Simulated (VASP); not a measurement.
Crystal: ZnCu.

```
Zn Cu
1.0
     1.48804   -2.12128    0.00000
     1.48804    2.12128    0.00000
     0.00000    0.00000    4.14075
Zn Cu
1 1
Direct
  0.50000 0.50000 0.50000
  0.00000 0.00000 0.00000
```

* Program: VASP 6.6.1
* Task: relaxation of cell and atoms
* Functional: PBE
* Potentials or basis: VASP PAW PBE potentials, release 64 (Zn, Cu)
* Cutoff: 600 eV
* k mesh: 18 × 18 × 10
* Occupations: gaussian, width 0.1 eV
* Spin: no spin polarisation

At the start: pressure 0.6 GPa; volume 13.07 Å³/atom.

Where does the relaxation end?

Over 43 steps the energy falls by 37.8 meV/atom; space group P4/mmm (No. 123, to 0.05 Å).

The path:
```
step  energy change (eV)  largest force (eV/Å)  pressure (GPa)  volume (Å³)
   1              0.0000                0.0000            0.61        26.14
   3             -0.0009                0.0000           -0.42        26.40
   5             -0.0040                0.0000           -0.05        26.29
   7             -0.0045                0.0000            2.88        25.66
   9             -0.0048                0.0000            2.87        25.66
  11             -0.0061                0.0000            3.09        25.64
  13             -0.0120                0.0000            3.30        25.57
  15             -0.0123                0.0000            6.67        24.86
  17             -0.0204                0.0000            5.77        25.02
  19             -0.0260                0.0000            3.35        25.49
  21             -0.0324                0.0000            3.26        25.49
  23             -0.0401                0.0000           -1.92        26.67
  25             -0.0444                0.0000           -0.32        26.28
  27             -0.0558                0.0000           -0.74        26.35
  29             -0.0537                0.0000           -0.37        26.33
  31             -0.0686                0.0000           -0.82        26.38
  33             -0.0694                0.0000           -1.02        26.39
  35             -0.0706                0.0000            0.37        26.10
  37             -0.0746                0.0000            0.75        25.96
  39             -0.0731                0.0000           -1.66        26.57
  41             -0.0755                0.0000           -0.01        26.14
  43             -0.0755                0.0000           -0.02        26.14
```

Final structure:
```
Zn Cu
1.0
     1.93172   -1.94358    0.00000
     1.93172    1.94358    0.00000
     0.00000    0.00000    3.48153
Zn Cu
1 1
Direct
  0.50000 0.50000 0.50000
  0.00000 0.00000 0.00000
```
